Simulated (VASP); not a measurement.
# AlGaN2 (P-4m2) in VASP: a series of runs

Runs on AlGaN2. Level: HSE06. Tasks: single point.

Everything below comes from runs of VASP 6.6.1. Logs are shortened: lines on timing, memory, paths and dates and some standing lists are left out, and cuts for length are marked.

## (1) The cell of the first run

The structure is tetragonal, space group P-4m2 (No. 115). The conventional cell has a = 3.141 Å, b = 3.141 Å, c = 4.424 Å, α = 90.00°, β = 90.00°, γ = 90.00°. Within 2.6 Å of Ga (site symmetry -4m2) lie 4 N at 1.95 Å. Al (site symmetry -4m2) has 4 N at 1.89 Å within 2.5 Å. N (site symmetry 2mm) has 2 Al at 1.89 Å and 2 Ga at 1.95 Å within 2.5 Å.

## (2) Single point, HSE06

Input file POSCAR:

```
AlGaN2
1.0
    3.1408770487      0.0000000000      0.0000000000
    0.0000000000      3.1408770487      0.0000000000
    0.0000000000      0.0000000000      4.4238379400
Ga Al N
1 1 2
Direct
    0.0000000000      0.0000000000      0.0000000000
    0.5000000000      0.5000000000      0.5000000000
    0.0000000000      0.5000000000      0.2617351900
    0.5000000000      0.0000000000      0.7382648100
```

Input file INCAR.step1:

```
PREC = Accurate
ENCUT = 340
EDIFF = 1E-5
ISMEAR = 0
SIGMA = 0.01
LREAL = F
LASPH = T
NELM = 100
ALGO = Normal
ISIF = 2
LWAVE = T
LCHARG = F
NKRED = 1
NBANDS = 21
GGA = PE
```

Input file INCAR.step2:

```
PREC = Accurate
ENCUT = 340
EDIFF = 1E-6
ISMEAR = 0
SIGMA = 0.01
LREAL = F
LASPH = T
NELM = 100
ALGO = Normal
ISIF = 2
LWAVE = F
LCHARG = F
GGA = PE
LHFCALC = T
HFSCREEN = 0.2
PRECFOCK = Fast
NKRED = 1
NBANDS = 21
ISTART = 1
```

Input file KPOINTS:

```
Automatic mesh
0
Gamma
  4 4 3
```

Potentials or basis: VASP PAW PBE potentials, release 64 (Ga_d, Al, N).

The run is started by

```sh
$ cat potpaw_PBE.64/Ga_d/POTCAR potpaw_PBE.64/Al/POTCAR potpaw_PBE.64/N/POTCAR > POTCAR
$ cp INCAR.step1 INCAR
$ mpirun -np 1 vasp_std > vasp.out
$ cp INCAR.step2 INCAR
$ mpirun -np 1 vasp_std > vasp.out
```

OUTCAR:

```text
PREC = Accurate
   ENCUT = 340
   EDIFF = 1E-6
   ISMEAR = 0
   LREAL = F
   LASPH = T
   NELM = 100
   ISIF = 2
   GGA = PE
   LHFCALC = T
   HFSCREEN = 0.2
   PRECFOCK = Fast
   NKRED = 1
   ISTART = 1

 Found     12 irreducible k-points:

 Following reciprocal coordinates:
            Coordinates               Weight
  0.000000  0.000000  0.000000      1.000000
  0.250000  0.000000  0.000000      4.000000
  0.500000  0.000000  0.000000      2.000000
  0.250000  0.250000  0.000000      4.000000
  0.500000  0.250000  0.000000      4.000000
  0.500000  0.500000  0.000000      1.000000
   k-points           NKPTS =     12   k-points in BZ     NKDIM =     48   number of bands    NBANDS=     21
   number of dos      NEDOS =    301   number of ions     NIONS =      4
   total plane-waves  NPLWV =  11200
   dimension x,y,z NGX =    20 NGY =   20 NGZ =   28
   dimension x,y,z NGXF=    40 NGYF=   40 NGZF=   56
   ions per type =               1   1   2
   NGX,Y,Z   is equivalent  to a cutoff of  10.59, 10.59, 10.52 a.u.
   NGXF,Y,Z  is equivalent  to a cutoff of  21.17, 21.17, 21.04 a.u.
 SYSTEM =  unknown system
   PREC   = accura    normal or accurate (medium, high low for compatibility)
   ISTART =      1    job   : 0-new  1-cont  2-samecut
   ICHARG =      0    charge: 1-file 2-atom 10-const
   ISPIN  =      1    spin polarized calculation?
   LNONCOLLINEAR =      F non collinear calculations
   LSORBIT =      F    spin-orbit coupling
   LASPH  =      T    aspherical Exc in radial PAW
   ENCUT  =  340.0 eV  24.99 Ry    5.00 a.u.   4.72  4.72  6.65*2*pi/ulx,y,z
   NELM   =    100;   NELMIN=  2; NELMDL=  0     # of ELM steps
   EDIFF  = 0.1E-05   stopping-criterion for ELM
   LREAL  =      F    real-space projection
   EDIFFG = 0.1E-04   stopping-criterion for IOM
   NSW    =      0    number of steps for IOM
   IBRION =     -1    ionic relax: 0-MD 1-quasi-New 2-CG
   NFREE  =      0    steps in history (QN), initial steepest desc. (CG)
   ISIF   =      2    stress and relaxation
   ISYM   =      3    0-nonsym 1-usesym 2-fastsym
   POTIM  = 0.5000    time-step for ionic-motion
   TEBEG  =    0.0;   TEEND  =   0.0 temperature during run
   PSTRESS=    0.0 pullay stress
   NELECT =      26.0000    total number of electrons
   NUPDOWN=      -1.0000    fix difference up-down
   EMIN   =  10.00;   EMAX   =-10.00  energy-range for DOS
   EFERMI =   0.00;   METHOD = LEGACY
   ISMEAR =     0;   SIGMA  =   0.01  broadening in eV -4-tet -1-fermi 0-gaus
   EFERMI_NEDOS =   21; number of points for ismear=-14 and -15
   IALGO  =     38    algorithm
   IMIX   =      1    mixing-type and parameters
     AMIX     =   0.40;   BMIX     =  1.00
     AMIX_MAG =   1.60;   BMIX_MAG =  1.00
  volume/ion in A,a.u.               =      10.91        73.63
  Fermi-wavevector in a.u.,A,eV,Ry     =   1.377523  2.603141 25.818009  1.897570
  Thomas-Fermi vector in A             =   2.502669
   LORBIT       =      0    0 simple, 1 ext, 2 COOP (PROOUT), +10 PAW based schemes
   GGA     = PE    functional components
   LHFCALC =     T    Hartree Fock is set to
   PRECFOCK=fast      Normal, Fast or Accurate (Low or Medium for compatibility)
   ENCUT4O =  -1.0   cutoff for four orbital integrals eV
   NKREDX  =     1    reduce k-point grid by
   NKREDY  =     1    reduce k-point grid by
   NKREDZ  =     1    reduce k-point grid by
   AEXX    =    0.2500 exact exchange contribution
   HFSCREEN=    0.2000 screening length (either q_TF or 0.3 A-1)
   HFSCREENC=   0.2000 screening length for correlation (either q_TF or 0.3 A-1)
   ENCUTFOCK=  -1.0 apply spherical cutoff to Coloumb kernel
   IVDW    =     0    specifies the selected vdW correction
   LEPSILON=     F    determine dielectric tensor
   LRPA    =     F    only Hartree local field effects (RPA)
 non-spin polarized calculation
 Gauss-broadening in eV      SIGMA  =   0.01
  energy-cutoff  :      340.00
  volume of cell :       43.64
 maximum number of plane-waves:       633
 NGX is ok and might be reduce to    20
  NGX = 12; NGY = 12; NGZ = 16

 number of electron      26.0000036 magnetization

 Free energy of the ion-electron system (eV)
  ---------------------------------------------------
  ext. energy  EPLUGINS =         0.00000000
  ---------------------------------------------------
  free energy    TOTEN  =       -32.11773658 eV

  energy without entropy =      -32.11773658  energy(sigma->0) =      -32.11773658

 E-fermi :   4.8117     XC(G=0):  -9.2976

 val. band max:        4.7575895674   @ k =   0.0000   0.0000   0.0000
 cond. band min:       8.9282891872   @ k =   0.0000   0.0000   0.0000
 fundamental gap:      4.1706996198
 Fermi energy:         4.8117051134

 k-point     1 :       0.0000    0.0000    0.0000
  band No.  band energies     occupation
      1     -12.2747      2.00000
      2     -11.1751      2.00000
      3     -10.2958      2.00000
      4     -10.2958      2.00000
      5     -10.2270      2.00000
      6     -10.0941      2.00000
[... 13 lines left out ...]
     20      19.6837      0.00000
     21      21.8356      0.00000

 k-point     2 :       0.2500    0.0000    0.0000
  band No.  band energies     occupation
      1     -11.8075      2.00000
      2     -11.1701      2.00000
      3     -10.2878      2.00000
      4     -10.2536      2.00000
      5     -10.1290      2.00000
      6     -10.1068      2.00000
[... 13 lines left out ...]
     20      18.8127      0.00000
     21      20.1396      0.00000

 k-point     3 :       0.5000    0.0000    0.0000
  band No.  band energies     occupation
      1     -11.3692      2.00000
      2     -11.1594      2.00000
      3     -10.2793      2.00000
      4     -10.1962      2.00000
      5     -10.1638      2.00000
      6      -9.3340      2.00000
[... 13 lines left out ...]
     20      18.5015      0.00000
     21      18.5860      0.00000

 k-point     4 :       0.2500    0.2500    0.0000
  band No.  band energies     occupation
      1     -11.4762      2.00000
      2     -11.1486      2.00000
      3     -10.2898      2.00000
      4     -10.1928      2.00000
      5     -10.1786      2.00000
      6      -9.8556      2.00000
[... 13 lines left out ...]
     20      18.2159      0.00000
     21      19.5814      0.00000

 k-point     5 :       0.5000    0.2500    0.0000
  band No.  band energies     occupation
      1     -11.2446      2.00000
      2     -11.1127      2.00000
      3     -10.2459      2.00000
      4     -10.2266      2.00000
      5     -10.1498      2.00000
      6      -8.9469      2.00000
[... 13 lines left out ...]
     20      19.9701      0.00000
     21      20.2525      0.00000

 k-point     6 :       0.5000    0.5000    0.0000
  band No.  band energies     occupation
      1     -11.1237      2.00000
      2     -11.1237      2.00000
      3     -10.2839      2.00000
      4     -10.1418      2.00000
      5     -10.1224      2.00000
      6      -8.4218      2.00000
[... 13 lines left out ...]
     20      21.5166      0.00000
     21      21.7228      0.00000

 [... further k-points ...]

------------------------ aborting loop because EDIFF is reached ----------------------------------------

  FORCE on cell =-STRESS in cart. coord.  units (eV):
  Direction    XX          YY          ZZ          XY          YZ          ZX
  --------------------------------------------------------------------------------------
  -------------------------------------------------------------------------------------
  Total       -3.0965914     -3.0965914     -3.2052587      0.0000000      0.0000000     -0.0000000
  in kB     -113.6824450   -113.6824450   -117.6718534      0.0000000      0.0000000     -0.0000000
  external PRESSURE =    -115.0122478 kB  Pullay stress =       0.0000000 kB

 VOLUME and BASIS-vectors are now :
 -----------------------------------------------------------------------------
  energy-cutoff  :      340.00
  volume of cell :       43.64
      direct lattice vectors                 reciprocal lattice vectors
     3.140877049  0.000000000  0.000000000     0.318382409  0.000000000  0.000000000
     0.000000000  3.140877049  0.000000000     0.000000000  0.318382409  0.000000000
     0.000000000  0.000000000  4.423837940     0.000000000  0.000000000  0.226048064

 POSITION                                       TOTAL-FORCE (eV/Angst)
 -----------------------------------------------------------------------------------
      0.00000      0.00000      0.00000         0.000000      0.000000      0.000000
      1.57044      1.57044      2.21192         0.000000     -0.000000      0.000000
      0.00000      1.57044      1.15787         0.000000      0.000000     -0.152581
      1.57044      0.00000      3.26596         0.000000      0.000000      0.152581
 -----------------------------------------------------------------------------------
    total drift:                                0.000009     -0.000010      0.000004

  FREE ENERGIE OF THE ION-ELECTRON SYSTEM (eV)
  ---------------------------------------------------
  free  energy   TOTEN  =       -32.1177365775 eV

  energy  without entropy=      -32.1177365775  energy(sigma->0) =      -32.11773658
```

Wall time 2.4 min (1 thread of Intel Xeon Platinum 8488C (Sapphire Rapids), shared host); peak memory 0.24 GiB.

The run converged, but its numbers aren't listed here, since they failed a check.

Caveat: the k points lie up to 0.50 Å⁻¹ apart; the cutoff lies under the usual one of these potentials, which adds a basis-set error; the PAW data sets were made with another functional, which shifts forces and pressure a little; an odd mesh through Γ misses points on the zone boundary, where band edges can lie.

## (3) Single point, HSE06

POSCAR is that of step 2.

INCAR.step1: that of step 2 with these lines changed.

```diff
@@ -1,3 +1,3 @@
 PREC = Accurate
-ENCUT = 340
+ENCUT = 400
 EDIFF = 1E-5
```

INCAR.step2: that of step 2 with these lines changed.

```diff
@@ -1,3 +1,3 @@
 PREC = Accurate
-ENCUT = 340
+ENCUT = 400
 EDIFF = 1E-6
@@ -15,3 +15,3 @@
 HFSCREEN = 0.2
-PRECFOCK = Fast
+PRECFOCK = Low
 NKRED = 1
```

Input file KPOINTS:

```
Automatic mesh
0
Gamma
  5 5 3
```

Potentials or basis: VASP PAW PBE potentials, release 64 (Ga_d, Al, N).

The run is started by

```sh
$ cat potpaw_PBE.64/Ga_d/POTCAR potpaw_PBE.64/Al/POTCAR potpaw_PBE.64/N/POTCAR > POTCAR
$ cp INCAR.step1 INCAR
$ mpirun -np 1 vasp_std > vasp.out
$ cp INCAR.step2 INCAR
$ mpirun -np 1 vasp_std > vasp.out
```

Run time: 3.2 min. Hardware: 1 thread of Intel Xeon Platinum 8488C (Sapphire Rapids), shared host; peak memory 0.24 GiB.

These settings weren't tested for convergence.

What came out:

```
Free energy            : -32.1698 eV
Largest force          : 0.109 eV/Å
Band gap on the k mesh : 4.17 eV
```

Caveat: the k points lie up to 0.47 Å⁻¹ apart; the cutoff is under 1.25 times the usual one of these potentials, so pressure, stress and relaxed cells hold a basis-set (Pulay) error; the PAW data sets were made with another functional, which shifts forces and pressure a little.

## (4) Single point, HSE06

POSCAR is that of step 3.

INCAR.step1: that of step 3 with these lines changed.

```diff
@@ -1,3 +1,3 @@
 PREC = Accurate
-ENCUT = 400
+ENCUT = 460
 EDIFF = 1E-5
```

INCAR.step2: that of step 3 with these lines changed.

```diff
@@ -1,3 +1,3 @@
 PREC = Accurate
-ENCUT = 400
+ENCUT = 460
 EDIFF = 1E-6
@@ -15,3 +15,3 @@
 HFSCREEN = 0.2
-PRECFOCK = Low
+PRECFOCK = Fast
 NKRED = 1
```

KPOINTS is that of step 3.

The run is started by

```sh
$ cat potpaw_PBE.64/Ga_d/POTCAR potpaw_PBE.64/Al/POTCAR potpaw_PBE.64/N/POTCAR > POTCAR
$ cp INCAR.step1 INCAR
$ mpirun -np 1 vasp_std > vasp.out
$ cp INCAR.step2 INCAR
$ mpirun -np 1 vasp_std > vasp.out
```

It took 4.4 min on 1 thread of Intel Xeon Platinum 8488C (Sapphire Rapids), shared host; peak memory 0.25 GiB.

These settings weren't tested for convergence.

What came out:

* Free energy: -32.1958 eV
* Pressure: -1.5 GPa
* Largest force: 0.122 eV/Å
* Band gap on the k mesh: 4.18 eV

Caveat: the k points lie up to 0.47 Å⁻¹ apart; the cutoff is under 1.25 times the usual one of these potentials, so pressure, stress and relaxed cells hold a basis-set (Pulay) error; the PAW data sets were made with another functional, which shifts forces and pressure a little.

## (5) Single point, HSE06

POSCAR is that of step 4.

Input file INCAR.step1:

```
PREC = Accurate
ENCUT = 400
EDIFF = 1E-5
ISMEAR = 0
SIGMA = 0.01
LREAL = F
LASPH = T
NELM = 100
ALGO = Normal
ISIF = 2
LWAVE = T
LCHARG = F
NKRED = 2
NBANDS = 21
GGA = PE
```

INCAR.step2: that of step 4 with these lines changed.

```diff
@@ -1,3 +1,3 @@
 PREC = Accurate
-ENCUT = 460
+ENCUT = 400
 EDIFF = 1E-6
@@ -16,3 +16,3 @@
 PRECFOCK = Fast
-NKRED = 1
+NKRED = 2
 NBANDS = 21
```

Input file KPOINTS:

```
Automatic mesh
0
Gamma
  6 6 4
```

The run is started by

```sh
$ cat potpaw_PBE.64/Ga_d/POTCAR potpaw_PBE.64/Al/POTCAR potpaw_PBE.64/N/POTCAR > POTCAR
$ cp INCAR.step1 INCAR
$ mpirun -np 1 vasp_std > vasp.out
$ cp INCAR.step2 INCAR
$ mpirun -np 1 vasp_std > vasp.out
```

It took 2.6 min on 1 thread of Intel Xeon Platinum 8488C (Sapphire Rapids), shared host; peak memory 0.26 GiB.

These settings weren't tested for convergence.

What came out:

| Quantity | Value |
| --- | --- |
| Free energy | -32.2255 eV |
| Largest force | 0.126 eV/Å |
| Band gap on the k mesh | 4.27 eV |

Caveat: the cutoff is under 1.25 times the usual one of these potentials, so pressure, stress and relaxed cells hold a basis-set (Pulay) error; the PAW data sets were made with another functional, which shifts forces and pressure a little.
